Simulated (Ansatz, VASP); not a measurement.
One calculation of Ca2SiN2, two programs

```
CELL_PARAMETERS angstrom
4.11442 0.00000 0.00000
-2.05721 3.56319 0.00000
0.00000 0.00000 6.76886
ATOMIC_POSITIONS crystal
Ca 0.66667 0.33333 0.74710
Ca 0.33333 0.66667 0.25290
Si 0.00000 0.00000 0.00000
N 0.33333 0.66667 0.63080
N 0.66667 0.33333 0.36920
```

Change from the starting cell: species swapped into the EuMg2Sb2 type (P-3m1, No. 164).

Alike in both runs: task single point; functional PBE; k mesh 6 × 6 × 4; occupations gaussian, width 0.1 eV; collinear spin.

|  | VASP | Ansatz |
| --- | --- | --- |
| version | VASP 6.6.1 | Ansatz 0.2.0 |
| potentials or method | VASP PAW PBE potentials, release 64 (Ca_sv, Si, N), cutoff 600 eV | scalar-relativistic, plane waves, PAW |
| valence electrons in the cell | 34 | 34 |

|  | VASP | Ansatz | Ansatz less VASP |
| --- | --- | --- | --- |
| gap on the k mesh at the Fermi level (eV) | none | none | - |
| pressure (GPa) | -3.4 | -2.2 | +1.18 |
| traceless stress, the component that is largest in VASP (GPa) | -3.13 | -1.75 | +1.383 |
| rms of the force components (eV/Å) | 1.030 | 0.908 | -0.1220 |
| net moment per atom (μB) | 0.00 | 0.26 | +0.261 |
| size of the moment on the site where the two differ most (μB) | 0.00 | 0.97 | +0.964 |

The net moments are unlike, so the other rows may belong to different states. Site moments also hang on the region over which each program counts them. Atom by atom the forces differ by 0.184 eV/Å (rms over components). A gap of «none» marks a metal or a gap that the smearing closes.
